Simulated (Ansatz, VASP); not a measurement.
## One calculation of W, two programs

Contents of INCAR:

```
SYSTEM = W
PREC = Accurate
ENCUT = 520
EDIFF = 1E-8
ISMEAR = -1
SIGMA = 0.05
LREAL = .FALSE.
LASPH = .TRUE.
NELM = 60
ALGO = Normal
ISIF = 2
LWAVE = .FALSE.
LCHARG = .FALSE.
GGA = PS
LEFG = .TRUE.
NBANDS = 21
```

The input KPOINTS:

```
Automatic mesh
0
G
  12 12 7
  0 0 0
```

File POSCAR:

```
W
1.0
    2.8445100090      0.0000000000      0.0000000000
   -1.4222550045      2.4634179291      0.0000000000
    0.0000000000      0.0000000000      4.6081062146
W
2
Direct
    0.3333333333      0.6666666667      0.2500000000
    0.6666666667      0.3333333333      0.7500000000
```

Input for Ansatz:

```yaml
crystal:
  lattice:
    - [2.844510009, 0.0, 0.0]
    - [-1.4222550045, 2.4634179291, 0.0]
    - [0.0, 0.0, 4.6081062146]
  atoms:
    - { symbol: W, position: [0.3333333333, 0.6666666667, 0.25] }
    - { symbol: W, position: [0.6666666667, 0.3333333333, 0.75] }
kpoints:
  mp_grid: { grid: [12, 12, 7] }
scf:
  occupations: { method: fermi_dirac, width: 0.05 }
hamiltonian:
  xc: pbesol
  pseudopotentials: { kind: all_electron, datasets: crystal }
output:
  forces: true
  stress: true
  eigenvalues: true
  efg: { contact_densities: true }
```

Change from the starting cell: shortest bond scaled by 1, crystal datasets.

Alike in both runs: task electric field gradients; functional PBEsol; k mesh 12 × 12 × 7; occupations fermi-dirac, width 0.05 eV; no spin polarisation.

```csv
,VASP,Ansatz
version,VASP 6.6.1,Ansatz 0.2.0
potentials or method,"VASP PAW PBE potentials, release 64 (W_sv), cutoff 520 eV","all-electron PAW with datasets made for the crystal, scalar-relativistic"
```

```tsv
	VASP	Ansatz	Ansatz less VASP
pressure (GPa)	-3.0	-3.6	-0.56
traceless stress, the component that is largest in VASP (GPa)	8.99	8.77	-0.214
size of Vzz on the site where it differs most (V/Å²)	68.3	71.5	+3.18
```

VASP's potentials were made for PBE, not for PBEsol. Ansatz ran all-electron here, and VASP with PAW potentials.

Spin-orbit coupling is off throughout.
